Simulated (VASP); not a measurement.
Set up this calculation in VASP 6.6.1, as the native input.

```yaml
Task: single point
Functional: PBE
Potentials_or_basis: VASP PAW PBE potentials, release 64 (Al, N)
Cutoff: 520 eV
k_mesh: 4 × 4 × 4
Occupations: fermi-dirac, width 0.052 eV
Spin: no spin polarisation
Dipole_correction: no
Further_INCAR_settings: LREAL = Auto; ALGO = Normal; EDIFF = 1e-07; NBANDS = 46
```

The structure of AlN lies in POSCAR:

```
AlN
1.0
    0.0000000000      4.4109730000      4.4109730000
    4.4109730000      0.0000000000      4.4109730000
    4.4109730000      4.4109730000      0.0000000000
Al N
8 8
Direct
   -0.0266493356      0.0098872743      0.0216699354
    0.0212588016     -0.0153662242      0.4940538063
    0.0241062459      0.5000103152     -0.0275299803
   -0.0209161335      0.5117572699      0.5102972745
    0.5073185667     -0.0156123150      0.0007994835
    0.4850704142     -0.0028128714      0.5190620074
    0.4738921549      0.5104484883      0.0075927692
    0.5207115301      0.4929265040      0.4852109727
    0.1305979429      0.1109882105      0.1373574493
    0.0941864754      0.1378750221      0.6489373206
    0.1057585254      0.6361741502      0.1370763321
    0.1590630911      0.6106496231      0.6269884218
    0.5825792858      0.1378898715      0.1456808963
    0.6451493809      0.1160239476      0.6296255951
    0.6420044965      0.6110102012      0.1014557332
    0.6165649846      0.6126234507      0.6272429008
```

One way to write it, as run:

INCAR

```
PREC = Accurate
ENCUT = 520
EDIFF = 1E-7
ISMEAR = -1
SIGMA = 0.052
LREAL = Auto
LASPH = T
NELM = 60
ALGO = Normal
ISIF = 2
LWAVE = F
LCHARG = F
GGA = PE
NBANDS = 46
```

KPOINTS

```
Automatic mesh
0
Gamma
  4 4 4
```

Potentials or basis: VASP PAW PBE potentials, release 64 (Al, N).

Launch:

```sh
$ cat potpaw_PBE.64/Al/POTCAR potpaw_PBE.64/N/POTCAR > POTCAR
$ mpirun -np 1 vasp_std > vasp.out
```

Results of the run:

| Property | Result |
| --- | --- |
| Pressure | -0.5 GPa |
| Largest force | 3.380 eV/Å |
| Band gap on the k mesh | 2.86 eV |

Caveat: the atoms stand as in a frame of molecular dynamics; the structure was generated, so it needn't be the stable form of AlN; forces of over 1 eV/Å act on the atoms, so gaps and moduli don't describe the material at rest.

Wall time 3.7 min on 1 thread of Intel(R) Xeon(R) 6975P-C (Granite Rapids), on a shared host, peak memory 0.4 GiB.
